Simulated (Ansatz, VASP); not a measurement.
## ZnS: VASP beside Ansatz

Contents of POSCAR:

```
ZnS
1.0
   -3.8109987816      0.0000000000      0.0000000000
   -1.9054993908     -3.3004217586      0.0000000000
   -4.2873736293     -2.4753163190     12.4680000000
Zn S
4 4
Direct
   -0.1569791667     -0.1569791667      0.6537500000
    0.2180208333      0.2180208333      0.1537500000
   -0.0111458333     -0.0111458333      0.9037500000
    0.3638541667      0.3638541667      0.4037500000
   -0.3013541667     -0.3013541667      0.8462500000
    0.0736458333      0.0736458333      0.3462500000
    0.5944791667      0.5944791667      0.0962500000
    0.2194791667      0.2194791667      0.5962500000
```

INCAR.step1

```
SYSTEM = ZnS
PREC     = Accurate       ! precision mode
ENCUT    = 520            ! plane-wave cutoff, eV
ISMEAR   = 0              ! smearing method
SIGMA    = 0.05           ! smearing width, eV
LREAL    = .FALSE.        ! projectors in reciprocal space
LASPH    = .TRUE.         ! aspherical terms in the spheres
NELM     = 80             ! most SCF steps
NBANDS   = 46             ! bands
GGA      = PE             ! functional
ALGO     = Normal         ! electronic algorithm
EDIFF    = 1E-4           ! SCF threshold, eV
LWAVE    = .TRUE.         ! write WAVECAR
LCHARG   = .FALSE.        ! write CHGCAR
```

The input INCAR.step2:

```
SYSTEM = ZnS
PREC     = Accurate       ! precision mode
ENCUT    = 520            ! plane-wave cutoff, eV
EDIFF    = 1E-6           ! SCF threshold, eV
ISMEAR   = 0              ! smearing method
SIGMA    = 0.05           ! smearing width, eV
LREAL    = .FALSE.        ! projectors in reciprocal space
LASPH    = .TRUE.         ! aspherical terms in the spheres
NELM     = 80             ! most SCF steps
ALGO     = Normal         ! electronic algorithm
ISIF     = 2              ! what is computed and relaxed
LWAVE    = .FALSE.        ! write WAVECAR
LCHARG   = .FALSE.        ! write CHGCAR
METAGGA  = R2SCAN         ! meta-GGA
LMIXTAU  = .TRUE.       
NBANDS   = 46             ! bands
ISTART   = 1
```

File KPOINTS:

```
Automatic mesh
0
G
  7 7 2
  0 0 0
```

Input for Ansatz:

```yaml
crystal:
  lattice:
    - [-3.8109987816, 0.0, 0.0]
    - [-1.9054993908, -3.3004217586, 0.0]
    - [-4.2873736293, -2.475316319, 12.468]
  atoms:
    - { symbol: Zn, position: [-0.1569791667, -0.1569791667, 0.65375] }
    - { symbol: Zn, position: [0.2180208333, 0.2180208333, 0.15375] }
    - { symbol: Zn, position: [-0.0111458333, -0.0111458333, 0.90375] }
    - { symbol: Zn, position: [0.3638541667, 0.3638541667, 0.40375] }
    - { symbol: S, position: [-0.3013541667, -0.3013541667, 0.84625] }
    - { symbol: S, position: [0.0736458333, 0.0736458333, 0.34625] }
    - { symbol: S, position: [0.5944791667, 0.5944791667, 0.09625] }
    - { symbol: S, position: [0.2194791667, 0.2194791667, 0.59625] }
basis:
  ecutwfc: 500
kpoints:
  mp_grid: { grid: [7, 7, 2] }
hamiltonian:
  xc: r2scan
scf:
  occupations: { method: gaussian, width: 0.05 }
output:
  forces: true
  stress: true
  eigenvalues: true
```

Alike in both runs: task single point; functional r2SCAN; k mesh 7 × 7 × 2; occupations gaussian, width 0.05 eV; no spin polarisation.

|  | VASP | Ansatz |
| --- | --- | --- |
| version | VASP 6.6.1 | Ansatz 0.2.0 |
| potentials or method | VASP PAW PBE potentials, release 64 (Zn, S), cutoff 520 eV | scalar-relativistic, plane waves, PAW |
| valence electrons in the cell | 72 | 72 |

Ansatz gave:

```
gap on the k mesh at the Fermi level (eV)                     : 1.91
least direct gap on the mesh (eV)                             : 1.91
pressure (GPa)                                                : 0.1
traceless stress, the component that is largest in VASP (GPa) : -1.83
rms of the force components (eV/Å)                            : 0.231
```

Question: What did VASP give for the same quantities?

Answer: gap on the k mesh at the Fermi level (eV): 1.92; least direct gap on the mesh (eV): 1.92; pressure (GPa): 0.1; traceless stress, the component that is largest in VASP (GPa): -1.82; rms of the force components (eV/Å): 0.230.

VASP's potentials were made for PBE, not for r2SCAN. Atom by atom the forces differ by 0.007 eV/Å (rms over components). The functional is the same, so the differences come from potentials, cutoffs and numerics.
